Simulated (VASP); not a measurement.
# MoS2 (P-3m1) in VASP: a series of runs

MoS2 is run at these levels: r2SCAN+D4; tasks: single point.

All numbers are computed with VASP 6.6.1; they aren't measurements. Logs are shortened: lines on timing, memory, paths and dates and some standing lists are left out, and cuts for length are marked.

## 1. The cell of the first run

Symmetry: P-3m1, No. 164, trigonal system. Conventional cell: a = 3.227 Å, b = 3.227 Å, c = 6.312 Å, α = 90.00°, β = 90.00°, γ = 120.00°. Mo (site symmetry -3m) has 6 S at 2.42 Å within 3.2 Å. S (site symmetry 3m) has 3 Mo at 2.42 Å within 3.2 Å.

## 2. Single point, r2SCAN+D4

POSCAR

```
MoS2
1.0
    3.2274650000      0.0000000000      0.0000000000
   -1.6137320000      2.7950660000      0.0000000000
    0.0000000000      0.0000000000      6.3124730000
Mo S
1 2
Direct
    0.0000000000      0.0000000000      0.5000000000
    0.3333333333      0.6666666667      0.2553190000
    0.6666666667      0.3333333333      0.7446810000
```

INCAR.step1

```
SYSTEM = MoS2
PREC     = Accurate       ! precision mode
ENCUT    = 520            ! plane-wave cutoff, eV
ISMEAR   = 1              ! smearing method
SIGMA    = 0.25           ! smearing width, eV
LREAL    = .FALSE.        ! projectors in reciprocal space
LASPH    = .TRUE.         ! aspherical terms in the spheres
NELM     = 80             ! most SCF steps
NBANDS   = 20             ! bands
GGA      = PE             ! functional
ALGO     = Normal         ! electronic algorithm
EDIFF    = 1E-4           ! SCF threshold, eV
LWAVE    = .TRUE.         ! write WAVECAR
LCHARG   = .FALSE.        ! write CHGCAR
```

INCAR.step2

```
SYSTEM = MoS2
PREC     = Accurate       ! precision mode
ENCUT    = 520            ! plane-wave cutoff, eV
EDIFF    = 1E-6           ! SCF threshold, eV
ISMEAR   = 1              ! smearing method
SIGMA    = 0.25           ! smearing width, eV
LREAL    = .FALSE.        ! projectors in reciprocal space
LASPH    = .TRUE.         ! aspherical terms in the spheres
NELM     = 80             ! most SCF steps
ALGO     = Normal         ! electronic algorithm
ISIF     = 2              ! what is computed and relaxed
LWAVE    = .FALSE.        ! write WAVECAR
LCHARG   = .TRUE.         ! write CHGCAR
METAGGA  = R2SCAN         ! meta-GGA
LMIXTAU  = .TRUE.       
IVDW     = 13             ! dispersion correction
VDW_S6   = 1.0          
VDW_S8   = 0.6018749    
VDW_A1   = 0.51559235   
VDW_A2   = 5.77342911   
LELF     = .TRUE.         ! ELF
LVHAR    = .TRUE.       
NBANDS   = 20             ! bands
ISTART   = 1
```

KPOINTS

```
regular mesh
0
G
  11 11 5
  0 0 0
```

Potentials or basis: VASP PAW PBE potentials, release 64 (Mo_sv, S).

The run is started by

```
> cat potpaw_PBE.64/Mo_sv/POTCAR potpaw_PBE.64/S/POTCAR > POTCAR
> cp INCAR.step1 INCAR
> mpirun -np 1 vasp_std > vasp.out
> cp INCAR.step2 INCAR
> mpirun -np 1 vasp_std > vasp.out
```

OUTCAR:

```text
SYSTEM = MoS2
   PREC = Accurate
   ENCUT = 520
   EDIFF = 1E-6
   ISMEAR = 1
   LREAL = .FALSE.
   LASPH = .TRUE.
   NELM = 80
   ISIF = 2
   METAGGA = R2SCAN
   IVDW = 13
   ISTART = 1

 ion  position               nearest neighbor table
   1  0.000  0.000  0.500-   2 2.42   3 2.42   3 2.42   2 2.42   3 2.42   2 2.42
   2  0.333  0.667  0.255-   1 2.42   1 2.42   1 2.42
   3  0.667  0.333  0.745-   1 2.42   1 2.42   1 2.42

  LATTYP: Found a hexagonal cell.
 ALAT       =     3.2274650000
 C/A-ratio  =     1.9558610241

  Lattice vectors:

 A1 = (   3.2274650000,   0.0000000000,   0.0000000000)
 A2 = (  -1.6137320000,   2.7950660000,   0.0000000000)
 A3 = (   0.0000000000,   0.0000000000,   6.3124730000)

Analysis of symmetry for initial positions (statically):
=====================================================================
 Subroutine PRICEL returns:
 Original cell was already a primitive cell.

 Routine SETGRP: Setting up the symmetry group for a
 hexagonal supercell.

 Subroutine GETGRP returns: Found 12 space group operations
 (whereof 12 operations were pure point group operations)
 out of a pool of 24 trial point group operations.

The static configuration has the point symmetry D_3d.

Analysis of symmetry for dynamics (positions and initial velocities):
=====================================================================
 Subroutine PRICEL returns:
 Original cell was already a primitive cell.

 Routine SETGRP: Setting up the symmetry group for a
 hexagonal supercell.

 Subroutine GETGRP returns: Found 12 space group operations
 (whereof 12 operations were pure point group operations)
 out of a pool of 24 trial point group operations.

The dynamic configuration has the point symmetry D_3d.

 Subroutine INISYM returns: Found 12 space group operations
 (whereof 12 operations are pure point group operations),
 and found     1 'primitive' translations

----------------------------------------------------------------------------------------

                                     Primitive cell

  volume of cell :      56.9447

  direct lattice vectors                    reciprocal lattice vectors
     3.227465000  0.000000000  0.000000000     0.309840695  0.178886597  0.000000000
    -1.613732000  2.795066000  0.000000000     0.000000000  0.357773305  0.000000000
     0.000000000  0.000000000  6.312473000     0.000000000  0.000000000  0.158416519

  length of vectors
     3.227465000  3.227464161  6.312473000     0.357773212  0.357773305  0.158416519

  position of ions in fractional coordinates (direct lattice)
     0.000000000  0.000000000  0.500000000
     0.333333333  0.666666667  0.255319000
     0.666666667  0.333333333  0.744681000

  ion indices of the primitive-cell ions
   primitive index   ion index
                 1           1
                 2           2
                 3           3

----------------------------------------------------------------------------------------

 KPOINTS: regular mesh

Automatic generation of k-mesh.
 Grid dimensions read from file:
 generate k-points for:   11   11    5

 Generating k-lattice:

  Cartesian coordinates                     Fractional coordinates (reciprocal lattice)
     0.028167336  0.016262418  0.000000000     0.090909091 -0.000000000  0.000000000
     0.000000000  0.032524846  0.000000000     0.000000000  0.090909091  0.000000000
     0.000000000  0.000000000  0.031683304     0.000000000  0.000000000  0.200000000

  Length of vectors
     0.032524837  0.032524846  0.031683304

  Shift w.r.t. Gamma in fractional coordinates (k-lattice)
     0.000000000  0.000000000  0.000000000

 Subroutine IBZKPT returns following result:
 ===========================================

 Found     68 irreducible k-points:

 Following reciprocal coordinates:
            Coordinates               Weight
  0.000000  0.000000  0.000000      1.000000
  0.090909 -0.000000  0.000000      6.000000
  0.181818 -0.000000  0.000000      6.000000
  0.272727 -0.000000  0.000000      6.000000
  0.363636  0.000000  0.000000      6.000000
  0.454545 -0.000000  0.000000      6.000000
[... 16 lines left out ...]
  0.000000  0.272727  0.200000      6.000000
  0.363636  0.000000  0.200000      6.000000
 [... further k-points ...]
   k-points           NKPTS =     68   k-points in BZ     NKDIM =     68   number of bands    NBANDS=     20
   number of dos      NEDOS =    301   number of ions     NIONS =      3
   total plane-waves  NPLWV =  27648
   dimension x,y,z NGX =    24 NGY =   24 NGZ =   48
   dimension x,y,z NGXF=    48 NGYF=   48 NGZF=   96
   ions per type =               1   2
   NGX,Y,Z   is equivalent  to a cutoff of  12.36, 12.36, 12.64 a.u.
   NGXF,Y,Z  is equivalent  to a cutoff of  24.72, 24.72, 25.28 a.u.
 SYSTEM =  MoS2
   PREC   = accura    normal or accurate (medium, high low for compatibility)
   ISTART =      1    job   : 0-new  1-cont  2-samecut
   ICHARG =      0    charge: 1-file 2-atom 10-const
   ISPIN  =      1    spin polarized calculation?
   LNONCOLLINEAR =      F non collinear calculations
   LSORBIT =      F    spin-orbit coupling
   LASPH  =      T    aspherical Exc in radial PAW
   ENCUT  =  520.0 eV  38.22 Ry    6.18 a.u.   6.00  6.00 11.74*2*pi/ulx,y,z
   NELM   =     80;   NELMIN=  2; NELMDL=  0     # of ELM steps
   EDIFF  = 0.1E-05   stopping-criterion for ELM
   LREAL  =      F    real-space projection
   EDIFFG = 0.1E-04   stopping-criterion for IOM
   NSW    =      0    number of steps for IOM
   IBRION =     -1    ionic relax: 0-MD 1-quasi-New 2-CG
   NFREE  =      0    steps in history (QN), initial steepest desc. (CG)
   ISIF   =      2    stress and relaxation
   ISYM   =      2    0-nonsym 1-usesym 2-fastsym
   POTIM  = 0.5000    time-step for ionic-motion
   TEBEG  =    0.0;   TEEND  =   0.0 temperature during run
   PSTRESS=    0.0 pullay stress
   NELECT =      26.0000    total number of electrons
   NUPDOWN=      -1.0000    fix difference up-down
   EMIN   =  10.00;   EMAX   =-10.00  energy-range for DOS
   EFERMI =   0.00;   METHOD = LEGACY
   ISMEAR =     1;   SIGMA  =   0.25  broadening in eV -4-tet -1-fermi 0-gaus
   EFERMI_NEDOS =   21; number of points for ismear=-14 and -15
   IALGO  =     38    algorithm
   IMIX   =      4    mixing-type and parameters
     AMIX     =   0.40;   BMIX     =  1.00
     AMIX_MAG =   1.60;   BMIX_MAG =  1.00
  volume/ion in A,a.u.               =      18.98       128.09
  Fermi-wavevector in a.u.,A,eV,Ry     =   1.260612  2.382212 21.621611  1.589144
  Thomas-Fermi vector in A             =   2.394113
   LORBIT       =      0    0 simple, 1 ext, 2 COOP (PROOUT), +10 PAW based schemes
   METAGGA = R2SCAN    functional components
   LHFCALC =     F    Hartree Fock is set to
   AEXX    =    0.0000 exact exchange contribution
   IVDW    =    13    specifies the selected vdW correction
   LEPSILON=     F    determine dielectric tensor
   LRPA    =     F    only Hartree local field effects (RPA)
 non-spin polarized calculation
 Methfessel and Paxton  Order N= 1 SIGMA  =   0.25
  energy-cutoff  :      520.00
  volume of cell :       56.94
 maximum number of plane-waves:      1557
   NGX = 13   NGY = 13   NGZ = 23

 number of electron      26.0000001 magnetization

 Free energy of the ion-electron system (eV)
  ---------------------------------------------------
  ext. energy  EPLUGINS =         0.00000000
  ---------------------------------------------------
  free energy    TOTEN  =       -44.15171151 eV

  energy without entropy =      -44.15229727  energy(sigma->0) =      -44.15190676

 E-fermi :   6.8917     XC(G=0): -11.0988

 val. band max:        6.8884610825   @ k =   0.1818   0.1818   0.4000
 cond. band min:       6.8972723184   @ k =   0.0909  -0.0000   0.4000
 fundamental gap:      0.0088112358
 Fermi energy:         6.8917448660

 k-point     1 :       0.0000    0.0000    0.0000
  band No.  band energies     occupation
      1     -56.9716      2.00000
      2     -30.2723      2.00000
      3     -30.2421      2.00000
      4     -30.2421      2.00000
      5      -8.7270      2.00000
      6      -7.2198      2.00000
[... 12 lines left out ...]
     19      13.7129      0.00000
     20      16.9044      0.00000

 k-point     2 :       0.0909   -0.0000    0.0000
  band No.  band energies     occupation
      1     -56.9689      2.00000
      2     -30.2702      2.00000
      3     -30.2665      2.00000
      4     -30.2485      2.00000
      5      -8.5975      2.00000
      6      -7.1946      2.00000
[... 12 lines left out ...]
     19      14.1165      0.00000
     20      16.5577      0.00000

 k-point     3 :       0.1818   -0.0000    0.0000
  band No.  band energies     occupation
      1     -56.9616      2.00000
      2     -30.3447      2.00000
      3     -30.2657      2.00000
      4     -30.2513      2.00000
      5      -8.2325      2.00000
      6      -7.1238      2.00000
[... 12 lines left out ...]
     19      15.0611      0.00000
     20      16.3593      0.00000

 k-point     4 :       0.2727   -0.0000    0.0000
  band No.  band energies     occupation
      1     -56.9520      2.00000
      2     -30.4410      2.00000
      3     -30.2880      2.00000
      4     -30.2312      2.00000
      5      -7.7151      2.00000
      6      -7.0096      2.00000
[... 12 lines left out ...]
     19      14.8002      0.00000
     20      15.4115      0.00000

 k-point     5 :       0.3636    0.0000    0.0000
  band No.  band energies     occupation
      1     -56.9432      2.00000
      2     -30.5282      2.00000
      3     -30.3085      2.00000
      4     -30.2126      2.00000
      5      -7.2694      2.00000
      6      -6.7796      2.00000
[... 12 lines left out ...]
     19      14.1983      0.00000
     20      15.1583      0.00000
[... 353 lines left out ...]
      6      -7.2113      2.00000
[... 12 lines left out ...]
     19      15.3703      0.00000
     20      16.7001      0.00000

 k-point    22 :       0.2727   -0.0000    0.2000
  band No.  band energies     occupation
      1     -56.9520      2.00000
      2     -30.4410      2.00000
      3     -30.2880      2.00000
      4     -30.2312      2.00000
      5      -7.7030      2.00000
      6      -7.0205      2.00000
[... 12 lines left out ...]
     19      14.3432      0.00000
     20      16.2842      0.00000

 k-point    23 :       0.0000    0.2727    0.2000
  band No.  band energies     occupation
      1     -56.9520      2.00000
      2     -30.4410      2.00000
      3     -30.2880      2.00000
      4     -30.2312      2.00000
      5      -7.6409      2.00000
      6      -7.1036      2.00000
[... 12 lines left out ...]
     19      15.1311      0.00000
     20      15.5281      0.00000

 k-point    24 :       0.3636    0.0000    0.2000
  band No.  band energies     occupation
      1     -56.9432      2.00000
      2     -30.5282      2.00000
      3     -30.3085      2.00000
      4     -30.2126      2.00000
      5      -7.3193      2.00000
      6      -6.7116      2.00000
[... 12 lines left out ...]
     19      13.8111      0.00000
     20      16.4668      0.00000

 [... further k-points ...]

------------------------ aborting loop because EDIFF is reached ----------------------------------------

  DFT-D4 for vdW energy calculation

  Edisp (eV):   -0.44002

  FORCE on cell =-STRESS in cart. coord.  units (eV):
  Direction    XX          YY          ZZ          XY          YZ          ZX
  --------------------------------------------------------------------------------------
  -------------------------------------------------------------------------------------
  Total      -0.36487    -0.36487    -0.34681    -0.00000     0.00000    -0.00000
  in kB     -10.26595   -10.26595    -9.75781    -0.00000     0.00000    -0.00000
  external pressure =      -10.10 kB  Pullay stress =        0.00 kB

 VOLUME and BASIS-vectors are now :
 -----------------------------------------------------------------------------
  energy-cutoff  :      520.00
  volume of cell :       56.94
      direct lattice vectors                 reciprocal lattice vectors
     3.227465000  0.000000000  0.000000000     0.309840695  0.178886597  0.000000000
    -1.613732000  2.795066000  0.000000000     0.000000000  0.357773305  0.000000000
     0.000000000  0.000000000  6.312473000     0.000000000  0.000000000  0.158416519

 POSITION                                       TOTAL-FORCE (eV/Angst)
 -----------------------------------------------------------------------------------
      0.00000      0.00000      3.15624         0.000000      0.000000      0.000000
      0.00000      1.86338      1.61169         0.000000      0.000000     -0.053393
      1.61373      0.93169      4.70078        -0.000000      0.000000      0.053393
 -----------------------------------------------------------------------------------
    total drift:                                0.000000      0.000000      0.000000

  FREE ENERGIE OF THE ION-ELECTRON SYSTEM (eV)
  ---------------------------------------------------
  free  energy   TOTEN  =       -44.5917342344 eV

  energy  without entropy=      -44.5923200011  energy(sigma->0) =      -44.59192949
```

Run time: 2 min. Hardware: 1 thread of Intel Xeon Platinum 8488C (Sapphire Rapids), shared host; peak memory 0.22 GiB.

What came out:

| Quantity | Value |
| --- | --- |
| Free energy | -44.5917 eV |
| Pressure | -1.0 GPa |
| Largest force | 0.053 eV/Å |
| Band gap on the k mesh | zero (band 13 reaches 7.19 eV, above the bottom of band 14 at 6.35 eV) |
| Dispersion energy per atom | -0.147 eV |

Forces on the atoms (eV/Å):
```
Mo   0.000  0.000  0.000
S    0.000  0.000 -0.053
S    0.000  0.000  0.053
```

Caveat: the PAW data sets were made with another functional, which shifts forces and pressure a little.

(Part 1 of 3 ends here.)
